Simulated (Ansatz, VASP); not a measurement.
# Si2WC3 in VASP and in Ansatz

```
Si W C
1.0
     2.87614    0.00000    0.00000
    -1.43807    2.49081    0.00000
     0.00000    0.00000    7.59472
Si W C
2 1 3
Cartesian
  0.0000 1.6605 2.6093
  1.4381 0.8303 4.9854
  0.0000 0.0000 0.0000
  1.4381 0.8303 1.4752
  0.0000 1.6605 6.1195
  0.0000 0.0000 3.7974
```

Alike in both runs: functional PBE; k mesh 6 × 6 × 2; occupations gaussian, width 0.2 eV; no spin polarisation.

Ansatz relaxed the structure, and its values are those at the end. VASP's run is a single point on that final structure, the one shown.

|  | VASP | Ansatz |
| --- | --- | --- |
| version | VASP 6.6.1 | Ansatz 0.2.0 |
| potentials or method | VASP PAW PBE potentials, release 64 (Si, W_sv, C), cutoff 600 eV | scalar-relativistic, plane waves, PAW |
| valence electrons in the cell | 34 | 34 |

Ansatz gave:

```
gap on the k mesh at the Fermi level (eV) : none
pressure (GPa)                            : -0.2
rms of the force components (eV/Å)        : 0.009
```

Question: Which values does VASP return?

Answer: gap on the k mesh at the Fermi level (eV): none; pressure (GPa): 0.2; rms of the force components (eV/Å): 0.020.

A gap of «none» marks a metal or a gap that the smearing closes.

The k mesh is coarse, so the values compare programs but aren't converged. Neither program's run includes spin-orbit coupling.
